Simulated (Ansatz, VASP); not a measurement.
**Two plane-wave programs on TePb**

```
Pb Te
1.0
     0.00000    3.26784    3.26784
     3.26784    0.00000    3.26784
     3.26784    3.26784    0.00000
Pb Te
1 1
Direct
  0.00000 0.00000 0.00000
  0.50000 0.50000 0.50000
```

Alike in both runs: task single point; functional PBE; k mesh 6 × 6 × 6; occupations fermi-dirac, width 0.001 eV; no spin polarisation.

```csv
,VASP,Ansatz
version,VASP 6.6.1,Ansatz 0.2.0
potentials or method,"VASP PAW PBE potentials, release 64 (Pb_d, Te)",plane waves
plane-wave cutoff (eV),520,420
valence electrons in the cell,20,30
```

|  | VASP | Ansatz | Ansatz less VASP |
| --- | --- | --- | --- |
| gap on the k mesh at the Fermi level (eV) | 0.80 | 0.80 | -0.004 |
| pressure (GPa) | 0.6 | 0.6 | +0.04 |

VASP's potentials hold 20 valence electrons a cell and Ansatz's 30, so a difference there can come from the potentials and not from the codes.

Spin-orbit coupling is off throughout.
